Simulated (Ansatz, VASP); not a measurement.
## Ga2P3: VASP beside Ansatz

```
Ga P
1.0
     3.04552    1.75833    5.55961
    -3.04552    1.75833    5.55961
     0.00000   -3.51667    5.55961
Ga P
4 6
Direct
  0.83981 0.83981 0.83981
  0.66019 0.66019 0.66019
  0.33981 0.33981 0.33981
  0.16019 0.16019 0.16019
  0.25000 0.92777 0.57223
  0.57223 0.25000 0.92777
  0.92777 0.57223 0.25000
  0.07223 0.42777 0.75000
  0.42777 0.75000 0.07223
  0.75000 0.07223 0.42777
```

Change from the starting cell: species swapped into the Ag2Br3 type (R-3c, No. 167).

Alike in both runs: task relaxation of cell and atoms; functional PBE; k mesh 3 × 3 × 3; occupations gaussian, width 0.1 eV; no spin polarisation.

```csv
,VASP,Ansatz
version,VASP 6.6.1,Ansatz 0.2.0
potentials or method,"VASP PAW PBE potentials, release 64 (Ga_d, P), cutoff 600 eV","scalar-relativistic, plane waves, PAW"
valence electrons in the cell,82,82
```

|  | VASP | Ansatz | Ansatz less VASP |
| --- | --- | --- | --- |
| gap on the k mesh at the Fermi level, each at its own relaxed structure (eV) | none | none | - |
| relaxed volume (Å³/atom) | 20.77 | 20.63 | -0.139 |
| relaxed cell length with the largest relative difference (Å) | 7.538 | 7.518 | -0.0201 |

A gap of «none» marks a metal or a gap that the smearing closes.

The k mesh is coarse, so the values compare programs but aren't converged. Noted on VASP's run: the volume moved by over 15 % at a fixed basis, so the end points are rough.
